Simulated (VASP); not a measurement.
Runs of VASP 6.6.1 on CaO. The structure is that of space group Fm-3m (No. 225), or close to it. The cells are those of the table. 

```tsv
level	cell	smearing	gap on the mesh (eV)	pressure (GPa)
r2SCAN	a = 3.293, b = 3.293, c = 3.193 Å, angles 61.0, 61.0, 58.0°, 2 atoms	gaussian 0.01 eV	3.98	21.2
PBE	a = 3.293, b = 3.293, c = 3.193 Å, angles 61.0, 61.0, 58.0°, 2 atoms	fermi-dirac 0.02 eV	3.43	22.7
PBE	a = 3.399 Å, angles 59.8°, 2 atoms	fermi-dirac 0.02 eV	3.63	(c)
r2SCAN	a = 3.399 Å, angles 59.8°, 2 atoms	gaussian 0.01 eV	(a)	(b)
```

Alike in all rows: task single point; potentials or basis VASP PAW PBE potentials, release 64 (Ca_sv, O); no spin polarisation; k mesh 10 × 10 × 10; cutoff (eV) 520.

**Question.** Estimate the missing entries.

**Answer.** (a) 4.18; (b) 0.6; (c) 2.6.

Caveats: the PAW data sets were made with another functional, which shifts forces and pressure a little (at least some runs); the stress differs along the axes, from 9 to 27 GPa (at least some runs); the stress differs along the axes, from 11 to 28 GPa (at least some runs).

A k mesh can miss the band edges.
